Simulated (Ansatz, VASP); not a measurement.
Two plane-wave programs on Rh

```
Rh
1.0
     2.61616    0.00000    0.00000
    -1.30808    2.26567    0.00000
     0.00000    0.00000    4.47181
Rh
2
Direct
  0.66667 0.33333 0.75000
  0.33333 0.66667 0.25000
```

Alike in both runs: task single point; functional PBE; k mesh 21 × 21 × 12; occupations gaussian, width 0.15 eV; no spin polarisation.

```csv
,VASP,Ansatz
version,VASP 6.6.1,Ansatz 0.2.0
potentials or method,"VASP PAW PBE potentials, release 64 (Rh_pv), cutoff 520 eV","scalar-relativistic, plane waves, PAW"
valence electrons in the cell,30,34
```

```tsv
	VASP	Ansatz	Ansatz less VASP
gap on the k mesh at the Fermi level (eV)	none	none	-
pressure (GPa)	19.4	19.4	0.00
traceless stress, the component that is largest in VASP (GPa)	-12.53	-12.52	+0.006
```

A gap of «none» marks a metal or a gap that the smearing closes. VASP's potentials hold 30 valence electrons a cell and Ansatz's 34, so a difference there can come from the potentials and not from the codes.
